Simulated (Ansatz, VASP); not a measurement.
**Hf4Te in VASP and in Ansatz**

```xyz
10
Lattice="3.7597 0.0000 0.0000 0.0000 3.7597 0.0000 0.0000 0.0000 17.1662" Properties=species:S:1:pos:R:3 pbc="T T T"
Hf    0.0000    1.8799   12.4904
Hf    1.8799    0.0000   11.0159
Hf    1.8799    0.0000   14.2385
Hf    0.0000    1.8799    9.4333
Hf    1.8799    0.0000    7.7329
Hf    1.8799    0.0000    4.6758
Hf    0.0000    1.8799    6.1502
Hf    0.0000    1.8799    2.9277
Te    0.0000    1.8799   15.5822
Te    1.8799    0.0000    1.5840
```

Alike in both runs: functional PBE; k mesh 8 × 8 × 2; occupations gaussian, width 0.1 eV; no spin polarisation.

Ansatz relaxed the structure, and its values are those at the end. VASP's run is a single point on that final structure, the one shown.

```csv
,VASP,Ansatz
version,VASP 6.6.1,Ansatz 0.2.0
potentials or method,"VASP PAW PBE potentials, release 64 (Hf_pv, Te), cutoff 520 eV","scalar-relativistic, plane waves, PAW"
valence electrons in the cell,92,240
```

|  | VASP | Ansatz | Ansatz less VASP |
| --- | --- | --- | --- |
| gap on the k mesh at the Fermi level (eV) | none | none | - |
| pressure (GPa) | -0.3 | 0.0 | +0.33 |
| rms of the force components (eV/Å) | 0.006 | 0.001 | -0.0058 |

A gap of «none» marks a metal or a gap that the smearing closes. VASP's potentials hold 92 valence electrons a cell and Ansatz's 240, so a difference there can come from the potentials and not from the codes.

Spin-orbit coupling is off throughout.
